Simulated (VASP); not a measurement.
A run of VASP 6.6.1 is set up as follows.

INCAR

```
SYSTEM = W
PREC = Accurate
ENCUT = 600
EDIFF = 1E-6
ISMEAR = -1
SIGMA = 0.1
LREAL = .False.
LASPH = .True.
NELM = 80
ALGO = Normal
ISIF = 3
LWAVE = .False.
LCHARG = .False.
GGA = CA
IBRION = 2
NSW = 100
EDIFFG = -0.002
```

KPOINTS

```
Automatic mesh
0
Gamma
  24 24 24
  0 0 0
```

File POSCAR:

```
W
1.0
   -1.5823450000      1.5823450000      1.5823450000
    1.5823450000     -1.5823450000      1.5823450000
    1.5823450000      1.5823450000     -1.5823450000
W
1
Direct
    0.0000000000      0.0000000000      0.0000000000
```

Potentials or basis: VASP PAW LDA potentials, release 64 (W_sv).

Launch:

```bash
$ cat potpaw_LDA.64/W_sv/POTCAR > POTCAR
$ mpirun -np 1 vasp_std > vasp.out
```

Question: What does it give for the band gap on the k mesh?

Answer: Zero (band 7 reaches 16.96 eV, above the bottom of band 8 at 10.35 eV).

Question: Estimate the relaxed cell.

Answer: a = 2.720 Å, b = 2.720 Å, c = 2.720 Å, α = 109.47°, β = 109.47°, γ = 109.47°.

Question: What does it give for the relaxed volume?

Answer: 15.50 Å³/atom.

Step by step:
```tsv
step	energy change (eV)	largest force (eV/Å)	pressure (GPa)	volume (Å³)
1	0.0000	0.0000	-7.10	15.85
2	0.1060	0.0000	32.38	14.29
3	-0.0078	0.0000	-0.28	15.51
4	-0.0078	0.0000	-0.05	15.50
5	-0.0078	0.0000	0.11	15.49
6	-0.0078	0.0000	-0.26	15.52
7	-0.0078	0.0000	-0.04	15.50
8	-0.0078	0.0000	0.01	15.50
```

Caveat: spin-orbit coupling is left out, which moves the levels of the heavy elements. Zero-point motion and thermal expansion aren't in these numbers.
